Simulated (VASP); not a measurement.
Zn: relaxation of cell and atoms with PBE

The system is Zn.

```
Zn
1.0
     2.78508    0.00000    0.00000
    -1.39254    2.41195    0.00000
     0.00000    0.00000    4.51182
Zn
2
Direct
  0.33333 0.66667 0.25000
  0.66667 0.33333 0.75000
```

```
Program                : VASP 6.6.1
Task                   : relaxation of cell and atoms
Functional             : PBE
Potentials or basis    : VASP PAW PBE potentials, release 64 (Zn)
Cutoff                 : 600 eV
k mesh                 : 18 × 18 × 10
Occupations            : fermi-dirac, width 0.08 eV
Spin                   : no spin polarisation
Dipole correction      : no
Further INCAR settings : ALGO = Normal; EDIFF = 1e-06; IBRION = 2; EDIFFG = -0.005; NSW = 60; ISIF = 3
```

```json
{"Relaxed volume": "15.39 Å³/atom", "Relaxed cell": "a = 2.640 Å, b = 2.640 Å, c = 5.100 Å, α = 90.00°, β = 90.00°, γ = 120.00°", "Space group after relaxing (to 0.1 Å)": "P6_3/mmc (No. 194)", "Energy gained by relaxing": "17.1 meV/atom", "Ionic steps": "25", "Pressure after relaxing": "0.0 GPa", "Band gap on the k mesh": "zero (bands 12 and 13 overlap by 5.24 eV)"}
```

The path:
| step | energy change (eV) | largest force (eV/Å) | pressure (GPa) | volume (Å³) |
| --- | --- | --- | --- | --- |
| 1 | 0.0000 | 0.0000 | -0.77 | 30.31 |
| 2 | -0.0013 | 0.0000 | -0.14 | 29.99 |
| 3 | -0.0014 | 0.0000 | 0.35 | 29.84 |
| 4 | -0.0014 | 0.0000 | 0.18 | 29.88 |
| 5 | -0.0020 | 0.0000 | 0.15 | 29.88 |
| 6 | -0.0040 | 0.0000 | 0.28 | 29.85 |
| 7 | -0.0084 | 0.0000 | 0.55 | 29.80 |
| 8 | -0.0179 | 0.0000 | 1.65 | 29.62 |
| 9 | 0.0345 | 0.0000 | 7.29 | 29.07 |
| 10 | -0.0220 | 0.0000 | 2.23 | 29.55 |
| 11 | -0.0145 | 0.0000 | 4.23 | 29.34 |
| 12 | -0.0231 | 0.0000 | 2.71 | 29.49 |
| 13 | -0.0229 | 0.0000 | 2.96 | 29.47 |
| 14 | -0.0229 | 0.0000 | 2.87 | 29.47 |
| 15 | -0.0231 | 0.0000 | 2.73 | 29.49 |
| 16 | -0.0233 | 0.0000 | 3.11 | 29.51 |
| 17 | -0.0236 | 0.0000 | 3.08 | 29.53 |
| 18 | -0.0245 | 0.0000 | 2.93 | 29.58 |
| 19 | -0.0262 | 0.0000 | 2.60 | 29.68 |
| 20 | -0.0290 | 0.0000 | 2.12 | 29.88 |
| 21 | -0.0328 | 0.0000 | 1.10 | 30.29 |
| 22 | -0.0333 | 0.0000 | -0.81 | 31.13 |
| 23 | -0.0342 | 0.0000 | 0.07 | 30.76 |
| 24 | -0.0342 | 0.0000 | -0.07 | 30.79 |
| 25 | -0.0342 | 0.0000 | -0.01 | 30.79 |

Final structure:
```
CELL_PARAMETERS angstrom
2.64023 0.00000 0.00000
-1.32011 2.28651 0.00000
0.00000 0.00000 5.09985
ATOMIC_POSITIONS crystal
Zn 0.33333 0.66667 0.25000
Zn 0.66667 0.33333 0.75000
```

Levels at points of the mesh, in eV from the Fermi level:
```
           k point  band 9  band 10  band 11  band 12  band 13  band 14  band 15  band 16
(0.00, 0.00, 0.00)   -7.23    -7.06    -7.06    -3.70    -3.46    12.26    16.07    18.13
(0.50, 0.00, 0.00)   -6.85    -6.83    -2.64    -1.93     2.39     3.59     3.85     5.67
(0.00, 0.00, 0.50)   -7.13    -7.13    -7.13    -7.13     3.86     3.86    19.31    19.31
(0.50, 0.00, 0.50)   -6.84    -6.84    -1.73    -1.73     0.28     0.28     9.60     9.60
```

Run time: 8.4 min on 1 thread of Intel(R) Xeon(R) 6975P-C (Granite Rapids), on a shared host, peak memory 0.25 GiB.
